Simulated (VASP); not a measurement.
A run of VASP 6.6.1 is set up as follows.

The input INCAR:

```
SYSTEM = Li
PREC     = Accurate       ! precision mode
ENCUT    = 600            ! plane-wave cutoff, eV
EDIFF    = 1E-6           ! SCF threshold, eV
ISMEAR   = -1             ! smearing method
SIGMA    = 0.08           ! smearing width, eV
LREAL    = .FALSE.        ! projectors in reciprocal space
LASPH    = .TRUE.         ! aspherical terms in the spheres
NELM     = 60             ! most SCF steps
ALGO     = Normal         ! electronic algorithm
ISIF     = 3              ! what is computed and relaxed
LWAVE    = .FALSE.        ! write WAVECAR
LCHARG   = .FALSE.        ! write CHGCAR
GGA      = PE             ! functional
IBRION   = 2              ! ionic algorithm
NSW      = 60             ! ionic steps
EDIFFG   = -0.005         ! ionic threshold
PSTRESS  = 510.0
```

Contents of KPOINTS:

```
Automatic mesh
0
G
  10 10 14
  0 0 0
```

File POSCAR:

```
Li
1.0
    3.6214260342      0.0000000000      0.0000000000
   -1.8107130171      3.1362469436      0.0000000000
    0.0000000000      0.0000000000      2.2452841412
Li
3
Direct
    0.0000000000      0.0000000000      0.0000000000
    0.3333333333      0.6666666667      0.5000000000
    0.6666666667      0.3333333333      0.5000000000
```

Potentials or basis: VASP PAW PBE potentials, release 64 (Li_sv).

Launch:

```console
$ cat potpaw_PBE.64/Li_sv/POTCAR > POTCAR
$ mpirun -np 1 vasp_std > vasp.out
```

**Question.** Predict the band gap on the k mesh.

**Answer.** Zero (an odd number of electrons rules out a gap without spin polarisation).

**Question.** Predict the relaxed volume.

**Answer.** 8.44 Å³/atom.

**Question.** What does it give for the space group after relaxing (to 0.1 Å)?

**Answer.** P6/mmm (No. 191).

The path:
| step | energy change (eV) | largest force (eV/Å) | pressure (GPa) | volume (Å³) |
| --- | --- | --- | --- | --- |
| 1 | 0.0000 | 0.0000 | 50.97 | 25.50 |
| 2 | -0.0072 | 0.0000 | 50.99 | 25.49 |
| 3 | -0.0161 | 0.0000 | 51.08 | 25.44 |
| 4 | 0.0395 | 0.0000 | 51.15 | 25.22 |
| 5 | 0.0171 | 0.0000 | 51.13 | 25.29 |
| 6 | 0.0196 | 0.0000 | 51.13 | 25.28 |
| 7 | -0.0015 | 0.0000 | 50.75 | 25.35 |
| 8 | 0.0114 | 0.0000 | 51.00 | 25.31 |

Caveat: the cutoff is under 1.25 times the usual one of these potentials, so pressure, stress and relaxed cells hold a basis-set (Pulay) error; the cell is relaxed towards a set pressure, so the run minimises the enthalpy, not the energy.
